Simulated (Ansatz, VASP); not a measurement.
## Ge: VASP beside Ansatz

```
Ge
1.0
     3.98422    0.00000    0.00000
    -1.99211    3.45043    0.00000
     0.00000    0.00000    6.57731
Ge
4
Cartesian
  1.9921 1.1501 0.4137
  0.0000 2.3003 3.7024
  1.9921 1.1501 2.8749
  0.0000 2.3003 6.1636
```

Change from the starting cell: volume scaled by 0.99, crystal datasets.

Alike in both runs: task electric field gradients; functional PBEsol; k mesh 11 × 11 × 6; occupations fermi-dirac, width 0.05 eV; no spin polarisation.

```csv
,VASP,Ansatz
version,VASP 6.6.1,Ansatz 0.2.0
potentials or method,"VASP PAW PBE potentials, release 64 (Ge_d), cutoff 520 eV","all-electron PAW with datasets made for the crystal, scalar-relativistic"
```

Ansatz gave:

| Quantity | Value |
| --- | --- |
| pressure (GPa) | 0.6 |
| traceless stress, the component that is largest in VASP (GPa) | -0.08 |
| size of Vzz on the site where it differs most (V/Å²) | 8.0 |

Task: What did VASP give for the same quantities?

Result: Pressure (GPa): 0.6; traceless stress, the component that is largest in VASP (GPa): -0.08; size of Vzz on the site where it differs most (V/Å²): 7.9.

VASP's potentials were made for PBE, not for PBEsol. Ansatz ran all-electron here, and VASP with PAW potentials.
